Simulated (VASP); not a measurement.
Runs of VASP 6.6.1 on CdF2. Symmetry: Fm-3m, No. 225, cubic system. The conventional cell has a = 5.388 Å, b = 5.388 Å, c = 5.388 Å, α = 90.00°, β = 90.00°, γ = 90.00°. Within 3.1 Å of Cd (site symmetry m-3m) lie 8 F at 2.33 Å. F (site symmetry -43m) has 4 Cd at 2.33 Å and 6 F at 2.69 Å within 3.1 Å. 

| task | level | U | k mesh | cutoff (eV) | smearing | LDAUTYPE | hund's J | gap on the mesh (eV) | pressure (GPa) |
| --- | --- | --- | --- | --- | --- | --- | --- | --- | --- |
| single point | revPBE | - | 6 × 6 × 6 | 600 | tetrahedron | - | - | 3.25 | 9.6 |
| single point | RPBE | - | 6 × 6 × 6 | 600 | tetrahedron | - | - | 3.29 | 10.8 |
| single point | PBE+U | Cd d U = 3.9 eV, J = 0.81 eV | 6 × 6 × 6 | 600 | gaussian 0.1 eV | 1 | 0.81 | (a) | (b) |
| single point | BLYP | - | 6 × 2 × 2, shifted | 600 | gaussian 0.1 eV | - | - | 4.13 | 9.3 |
| single point | revPBE | - | 6 × 6 × 6 | 600 | gaussian 0.28 eV | - | - | 3.25 | 9.6 |
| electric field gradients | RPBE | - | 6 × 6 × 6 | 520 | fermi-dirac 0.03 eV | - | - | 3.29 | 11.0 |

Alike in all rows: potentials or basis VASP PAW PBE potentials, release 64 (Cd, F); no spin polarisation; cell as given.

**Question.** Fill in the values left out.

**Answer.** (a) 3.28; (b) 4.1.

Caveats: some runs use coarse meshes; the cell stands under pressure (at least some runs); the PAW data sets were made with another functional, which shifts forces and pressure a little (at least some runs); a shifted mesh leaves out Γ, where band edges can lie (at least some runs); so wide a smearing shifts energies and pressures (at least some runs).

A k mesh can miss the band edges, and the runs leave out spin-orbit coupling on Cd.
